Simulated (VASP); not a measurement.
# BAs (nc) (F-43m) in VASP: vibrations by perturbation theory with PBE

Aim: the vibrations by perturbation theory of BAs (nc) with PBE.

Everything below comes from runs of VASP 6.6.1. Logs are shortened: lines on timing, memory, paths and dates and some standing lists are left out, and cuts for length are marked.

### 1 The cell of the first run

The structure is cubic, space group F-43m (No. 216). The conventional cell has a = 4.626 Å, b = 4.626 Å, c = 4.626 Å, α = 90.00°, β = 90.00°, γ = 90.00°. Within 2.7 Å of B (site symmetry -43m) lie 4 As at 2.00 Å. Within 2.7 Å of As (site symmetry -43m) lie 4 B at 2.00 Å.

### 2 Vibrations by perturbation theory, PBE

The input, INCAR:

```
ALGO = Normal
EDIFF = 1E-8
ENCUT = 500
GGA = PE
GGA_COMPAT = False
IBRION = 8
ISIF = 2
ISMEAR = 0
LASPH = True
LCHARG = False
LEPSILON = True
LREAL = False
LWAVE = False
NELM = 120
NSW = 1
PREC = Accurate
SIGMA = 0.01
```

The input, KPOINTS:

```
k-points
0
Gamma
  10 10 10
```

The input, POSCAR:

```
BAs
1.0
    0.0000000000      2.3130798370      2.3130798370
    2.3130798370      0.0000000000      2.3130798370
    2.3130798370      2.3130798370      0.0000000000
B As
1 1
Direct
    0.0000000000      0.0000000000      0.0000000000
    0.2500000000      0.2500000000      0.2500000000
```

Potentials or basis: VASP PAW PBE potentials, release 64 (B, As).

Run with:

```console
$ cat potpaw_PBE.64/B/POTCAR potpaw_PBE.64/As/POTCAR > POTCAR
$ mpirun -np 1 vasp_std > vasp.out
```

OUTCAR:

```text
EDIFF = 1E-8
   ENCUT = 500
   GGA = PE
   IBRION = 8
   ISIF = 2
   ISMEAR = 0
   LASPH = True
   LEPSILON = True
   LREAL = False
   NELM = 120
   NSW = 1
   PREC = Accurate

 ion  position               nearest neighbor table
   1  0.000  0.000  0.000-   2 2.00   2 2.00   2 2.00   2 2.00
   2  0.250  0.250  0.250-   1 2.00   1 2.00   1 2.00   1 2.00

  LATTYP: Found a face centered cubic cell.
 ALAT       =     4.6261596740

  Lattice vectors:

 A1 = (   0.0000000000,   2.3130798370,   2.3130798370)
 A2 = (   2.3130798370,   0.0000000000,   2.3130798370)
 A3 = (   2.3130798370,   2.3130798370,   0.0000000000)

Analysis of symmetry for initial positions (statically):
=====================================================================
 Subroutine PRICEL returns:
 Original cell was already a primitive cell.

 Routine SETGRP: Setting up the symmetry group for a
 face centered cubic supercell.

 Subroutine GETGRP returns: Found 24 space group operations
 (whereof 24 operations were pure point group operations)
 out of a pool of 48 trial point group operations.

The static configuration has the point symmetry T_d .

Analysis of symmetry for dynamics (positions and initial velocities):
=====================================================================
 Subroutine PRICEL returns:
 Original cell was already a primitive cell.

 Routine SETGRP: Setting up the symmetry group for a
 face centered cubic supercell.

 Subroutine GETGRP returns: Found 24 space group operations
 (whereof 24 operations were pure point group operations)
 out of a pool of 48 trial point group operations.

The dynamic configuration has the point symmetry T_d .

 Subroutine INISYM returns: Found 24 space group operations
 (whereof 24 operations are pure point group operations),
 and found     1 'primitive' translations

----------------------------------------------------------------------------------------

[... 494 lines left out ...]
     0.00000-11.70877 -0.00076

 MACROSCOPIC STATIC DIELECTRIC TENSOR (including local field effects in DFT)
 ------------------------------------------------------
           9.537061    -0.000000    -0.000000
          -0.000000     9.537061    -0.000000
           0.000000     0.000000     9.537061
 ------------------------------------------------------

 PIEZOELECTRIC TENSOR (including local field effects)  for field in x, y, z        (e  Angst)
          XX          YY          ZZ          XY          YZ          ZX
  --------------------------------------------------------------------------------
  x    -0.00000     0.00000     0.00000     0.00000     0.35087     0.00000
  y    -0.00000     0.00000     0.00000     0.00000     0.00000     0.35087
  z     0.00000    -0.00000    -0.00000     0.35087     0.00000     0.00000

 PIEZOELECTRIC TENSOR (including local field effects)  for field in x, y, z        (C/m^2)
          XX          YY          ZZ          XY          YZ          ZX
  --------------------------------------------------------------------------------
  x    -0.00000     0.00000     0.00000     0.00000     0.22712     0.00000
  y    -0.00000     0.00000     0.00000     0.00000     0.00000     0.22712
  z     0.00000    -0.00000    -0.00000     0.22712     0.00000     0.00000

 BORN EFFECTIVE CHARGES (including local field effects) (in |e|, cummulative output)
 ---------------------------------------------------------------------------------
 ion    1
    1    -0.81807    -0.00000     0.00000
    2    -0.00000    -0.81807     0.00000
    3     0.00000     0.00000    -0.81807
 ion    2
    1     0.81807     0.00000     0.00000
    2     0.00000     0.81807    -0.00000
    3    -0.00000     0.00000     0.81807

 INTERNAL STRAIN TENSOR FOR ION    2 for displacements in x,y,z  (eV/Angst):
          X           Y           Z          XY          YZ          ZX
  --------------------------------------------------------------------------------
  x    -0.00000     0.00000     0.00000     0.00000   -11.70877     0.00000
  y     0.00000    -0.00000     0.00000     0.00000     0.00000   -11.70877
  z     0.00000     0.00000    -0.00000   -11.70877     0.00000     0.00000

 SECOND DERIVATIVES (NOT SYMMETRIZED)
 ------------------------------------
               1X          1Y          1Z          2X          2Y          2Z
  1X   -20.390298    0.000000    0.000000   20.390298    0.000000    0.000000
  1Y     0.000000  -20.390298    0.000000    0.000000   20.390298    0.000000
  1Z     0.000000    0.000000  -20.390298    0.000000    0.000000   20.390298
  2X    20.389256    0.000000    0.000000  -20.389256    0.000000    0.000000
  2Y     0.000000   20.389256    0.000000    0.000000  -20.389256    0.000000
  2Z     0.000000    0.000000   20.389256    0.000000    0.000000  -20.389256

 Eigenvectors and eigenvalues of the dynamical matrix
 ----------------------------------------------------

   1 f  =   22.966643 THz   144.303672 2PiTHz  766.084738 cm-1    94.982359 meV
             X         Y         Z           dx          dy          dz
      0.000000  0.000000  0.000000     0.562383    0.746747    0.000000
      1.156540  1.156540  1.156540    -0.213624   -0.283655    0.000000
[... 21 lines left out ...]
   6 f/i=    0.000195 THz     0.001224 2PiTHz    0.006500 cm-1     0.000806 meV
             X         Y         Z           dx          dy          dz
      0.000000  0.000000  0.000000    -0.005846    0.046365    0.352010
      1.156540  1.156540  1.156540    -0.015391    0.122060    0.926698

--------------------------------------------------------------------------------------------------------

 MACROSCOPIC STATIC DIELECTRIC TENSOR IONIC CONTRIBUTION
 ------------------------------------------------------
           0.239957     0.000000    -0.000000
           0.000000     0.239957    -0.000000
          -0.000000    -0.000000     0.239957
 ------------------------------------------------------

 ELASTIC MODULI CONTR FROM IONIC RELAXATION (kBar)
 Direction    XX          YY          ZZ          XY          YZ          ZX
 --------------------------------------------------------------------------------
 XX          -0.0000      0.0000     -0.0000      0.0000     -0.0000      0.0000
 YY           0.0000     -0.0000     -0.0000     -0.0000      0.0000     -0.0000
 ZZ          -0.0000     -0.0000     -0.0000     -0.0000     -0.0000     -0.0000
 XY           0.0000     -0.0000     -0.0000   -449.7445      0.0000      0.0000
 YZ          -0.0000      0.0000     -0.0000      0.0000   -449.7445      0.0000
 ZX           0.0000     -0.0000     -0.0000      0.0000      0.0000   -449.7445
 --------------------------------------------------------------------------------

 PIEZOELECTRIC TENSOR IONIC CONTR  for field in x, y, z        (C/m^2)
          XX          YY          ZZ          XY          YZ          ZX
  --------------------------------------------------------------------------------
  x    -0.00000     0.00000    -0.00000     0.00000    -0.30912    -0.00000
  y     0.00000    -0.00000    -0.00000     0.00000    -0.00000    -0.30912
  z     0.00000    -0.00000    -0.00000    -0.30912     0.00000     0.00000
```

OSZICAR:

```text
N       E                     dE             d eps       ncg     rms          rms(c)
DAV:   1     0.117202515703E+02    0.11720E+02   -0.39472E+03   752   0.865E+02
DAV:   2    -0.117958525652E+02   -0.23516E+02   -0.22181E+02  1136   0.107E+02
DAV:   3    -0.120737872667E+02   -0.27793E+00   -0.27793E+00   880   0.156E+01
DAV:   4    -0.120740939983E+02   -0.30673E-03   -0.30673E-03  1088   0.554E-01
[... 140 lines left out ...]
RMM:   6    -0.360544059475E-01    0.51846E-05   -0.19764E-06  4484   0.144E-03    0.202E-04
RMM:   7    -0.360539625428E-01    0.44340E-06   -0.49336E-07  4775   0.171E-04    0.621E-05
RMM:   8    -0.360537224745E-01    0.24007E-06   -0.15089E-07  4683   0.783E-05    0.894E-06
RMM:   9    -0.360537742293E-01   -0.51755E-07    0.23600E-08  4843   0.202E-05    0.170E-06
RMM:  10    -0.360537731828E-01    0.10465E-08    0.55204E-09  4126   0.208E-06    0.102E-06
 Linear response finished
```

stdout:

```text
POSCAR found type information on POSCAR B As
 POSCAR found :  2 types and       2 ions
 scaLAPACK will be used
 LDA part: xc-table for (Slater+PW92), standard interpolation
 POSCAR, INCAR and KPOINTS ok, starting setup
 FFT: planning ... GRIDC
 FFT: planning ... GRID_SOFT
 FFT: planning ... GRID
 WAVECAR not read
 entering main loop
[... 24 lines left out ...]
 dielectric tensor                  component  3 :     1.691     2.108     9.537
 Linear response DOF=           2
 Linear response progress:
 first order change of Fermi-energy   0.17963E-03
 force on displaced ion       1 direction 1 : -20.390   0.000   0.000
 Born effective charge ion    1 direction 1 :  -0.827   0.000   0.000
 Linear response progress:
 first order change of Fermi-energy   0.51906E-04
 force on displaced ion       2 direction 1 : -20.389  -0.000  -0.000
 Born effective charge ion    2 direction 1 :   0.805   0.000   0.000
 Born effective charges drift removed
 Linear response finished
```

It took 3.3 min on 1 thread of AMD EPYC 9R14 (Zen 4), shared host; peak memory 0.18 GiB.

Results:

```
Electronic dielectric tensor (diagonal)                 : 9.54
Born charges (mean of the diagonal)                     : B -0.82; As +0.82 e
Highest phonon frequency at Γ, LO-TO splitting left out : 766 cm⁻¹
```

Phonon frequencies in cm⁻¹ (negative: imaginary):
| q point | frequencies |
| --- | --- |
| (0.000, 0.000, 0.000) | 0 0 0 766 766 766 |

Electronic dielectric tensor:
```
9.54 0.00 0.00
0.00 9.54 0.00
0.00 0.00 9.54
```

Born effective charge tensors (e):
atom 1, B
```
-0.82  0.00  0.00
 0.00 -0.82  0.00
 0.00  0.00 -0.82
```
atom 2, As
```
0.82 0.00 0.00
0.00 0.82 0.00
0.00 0.00 0.82
```

Caveat: the cell wasn't relaxed at this level first, which shifts response properties.
